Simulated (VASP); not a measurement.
**NaF (d3): single point with PBE+D3(BJ)**

NaF (d3):

```xyz
2
Lattice="0.0000 2.3200 2.3200 2.3200 0.0000 2.3200 2.3200 2.3200 0.0000" Properties=species:S:1:pos:R:3 pbc="T T T"
Na    0.0000    0.0000    0.0000
F     2.3200    2.3200    2.3200
```

| Item | Value |
| --- | --- |
| Program | VASP 6.6.1 |
| Task | single point |
| Functional | PBE |
| Dispersion | D3(BJ) |
| Potentials or basis | VASP PAW PBE potentials, release 64 (Na_pv, F) |
| Cutoff | 600 eV |
| k mesh | 6 × 6 × 6 |
| Occupations | gaussian, width 0.1 eV |
| Spin | no spin polarisation |

```yaml
Pressure: -0.6 GPa
Band_gap_on_the_k_mesh: 6.28 eV, direct
Dispersion_energy_per_atom: -0.173 eV
```

Levels at points of the mesh, in eV from the valence-band top:
```tsv
k point	band 4	band 5	band 6	band 7	band 8	band 9	band 10	band 11
(0.00, 0.00, 0.00)	-18.96	0.00	0.00	0.00	6.28	18.95	18.95	18.95
(0.50, 0.00, 0.00)	-18.18	-1.58	-0.25	-0.25	10.76	12.44	20.07	20.07
(0.50, 0.50, 0.00)	-18.92	-1.27	-0.40	-0.40	13.12	13.29	13.57	19.72
```

It took 3.9 s on 1 thread of Intel(R) Xeon(R) 6975P-C (Granite Rapids), on a shared host, peak memory 0.15 GiB.
